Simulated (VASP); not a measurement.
Write the native input for VASP 6.6.1 that does the following.

| Property | Result |
| --- | --- |
| Task | single point |
| Functional | PBE |
| Potentials or basis | VASP PAW PBE potentials, release 64 (W_sv, Au) |
| Cutoff | 520 eV |
| k mesh | 8 × 8 × 8 |
| Occupations | gaussian, width 0.011 eV |
| Spin | no spin polarisation |
| Dipole correction | no |
| Further INCAR settings | ALGO = Normal; EDIFF = 1e-07; NBANDS = 20 |

The structure of WAu lies in POSCAR:

```
WAu
1.0
    0.0000000000      2.9092100000      2.9092100000
    2.9092100000      0.0000000000      2.9092100000
    2.9092100000      2.9092100000      0.0000000000
W Au
1 1
Direct
    0.0000000000      0.0000000000      0.0000000000
    0.7500000000      0.7500000000      0.7500000000
```

These files were run (other wordings do the same):

INCAR

```
  ALGO = Normal
  EDIFF = 1E-7
  ENCUT = 520
  GGA = PE
  ISIF = 2
  ISMEAR = 0
  LASPH = True
  LCHARG = False
  LREAL = False
  LWAVE = False
  NBANDS = 20
  NELM = 80
  PREC = Accurate
  SIGMA = 0.011
```

KPOINTS

```
k-points
0
Gamma
  8 8 8
```

Potentials or basis: VASP PAW PBE potentials, release 64 (W_sv, Au).

The run is started by

```sh
$ cat potpaw_PBE.64/W_sv/POTCAR potpaw_PBE.64/Au/POTCAR > POTCAR
$ mpirun -np 1 vasp_std > vasp.out
```

It gave:

| Property | Result |
| --- | --- |
| Pressure | 0.0 GPa |

It took 10 s on 1 thread of Intel(R) Xeon(R) 6975P-C (Granite Rapids), with other jobs on the host, peak memory 0.19 GiB.
